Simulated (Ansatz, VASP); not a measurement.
## KF: VASP beside Ansatz

Contents of INCAR:

```
SYSTEM = KF
PREC = Accurate ; ENCUT = 520
EDIFF = 1E-7 ; ISMEAR = 0
SIGMA = 0.05 ; LREAL = .FALSE.
LASPH = .TRUE. ; NELM = 80
ALGO = Normal ; ISIF = 2
LWAVE = .FALSE. ; LCHARG = .FALSE.
GGA = PE ; NBANDS = 15
```

KPOINTS

```
regular mesh
0
G
  8 8 8
  0 0 0
```

Contents of POSCAR:

```
KF
1.0
    3.1937759000      0.0000000000      0.0000000000
    0.0000000000      3.2589550000      0.0000000000
    0.0000000000      0.0000000000      3.2589550000
K F
1 1
Direct
    0.0000000000      0.0000000000      0.0000000000
    0.5000000000      0.5000000000      0.5000000000
```

Input for Ansatz:

```yaml
crystal:
  lattice:
    - [3.1937759, 0.0, 0.0]
    - [0.0, 3.258955, 0.0]
    - [0.0, 0.0, 3.258955]
  atoms:
    - { symbol: K, position: [0.0, 0.0, 0.0] }
    - { symbol: F, position: [0.5, 0.5, 0.5] }
basis:
  ecutwfc: 420
kpoints:
  mp_grid: { grid: [8, 8, 8] }
hamiltonian:
  xc: pbe
scf:
  occupations: { method: gaussian, width: 0.05 }
output:
  forces: true
  stress: true
  eigenvalues: true
```

Change from the starting cell: strain -0.0200 x Voigt [1, 0, 0, 0, 0, 0], atoms carried along.

Alike in both runs: task single point; functional PBE; k mesh 8 × 8 × 8; occupations gaussian, width 0.05 eV; no spin polarisation.

```csv
,VASP,Ansatz
version,VASP 6.6.1,Ansatz 0.2.0
potentials or method,"VASP PAW PBE potentials, release 64 (K_sv, F), cutoff 520 eV","scalar-relativistic, plane waves, PAW"
valence electrons in the cell,16,16
```

Ansatz gave:

- gap on the k mesh at the Fermi level (eV): 6.37
- least direct gap on the mesh (eV): 6.41
- pressure (GPa): 0.7
- traceless stress, the component that is largest in VASP (GPa): 1.17

Task: Which values does VASP return?

Result: gap on the k mesh at the Fermi level (eV): 6.35; least direct gap on the mesh (eV): 6.39; pressure (GPa): 0.7; traceless stress, the component that is largest in VASP (GPa): 1.17.
